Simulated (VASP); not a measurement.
Wanted: the native input for a VASP 6.6.1 run.

```yaml
Task: single point
Functional: PBE
Potentials_or_basis: VASP PAW PBE potentials, release 64 (Al, N)
Cutoff: 520 eV
k_mesh: 10 × 10 × 10
Occupations: gaussian, width 0.05 eV
Spin: no spin polarisation
Dipole_correction: no
Further_INCAR_settings: ALGO = Normal; EDIFF = 1e-07; NBANDS = 11
```

The structure of AlN lies in POSCAR:

```
AlN
1.0
    0.0000000000      2.1839935596      2.1839935596
    2.1839935596      0.0000000000      2.1839935596
    2.1839935596      2.1839935596      0.0000000000
Al N
1 1
Direct
   -0.0311979730     -0.0311979730      0.0311979730
    0.8100963311      0.8100963311      0.6899036689
```

This cell differs from its parent crystal: mode 4 (656.9 1/cm) frozen in, largest displacement +0.263 Å.

The input as run:

INCAR

```
PREC = Accurate
ENCUT = 520
EDIFF = 1E-7
ISMEAR = 0
SIGMA = 0.05
LREAL = F
LASPH = T
NELM = 60
ALGO = Normal
ISIF = 2
LWAVE = F
LCHARG = T
GGA = PE
LELF = T
LVHAR = T
NBANDS = 11
```

KPOINTS

```
Automatic mesh
0
Gamma
  10 10 10
```

Potentials or basis: VASP PAW PBE potentials, release 64 (Al, N).

Launch:

```sh
$ cat potpaw_PBE.64/Al/POTCAR potpaw_PBE.64/N/POTCAR > POTCAR
$ mpirun -np 1 vasp_std > vasp.out
```

It gave:

* Pressure: 23.1 GPa
* Largest force: 4.938 eV/Å
* Band gap on the k mesh: 2.40 eV, indirect (least direct gap 3.05 eV)

Caveat: the cell differs from its parent crystal (mode 4 (656.9 1/cm) frozen in, largest displacement +0.263 Å); forces of over 1 eV/Å act on the atoms, so gaps and moduli don't describe the material at rest.

Wall time 11 s on 1 thread of Intel(R) Xeon(R) 6975P-C (Granite Rapids), on a shared host, peak memory 0.15 GiB.
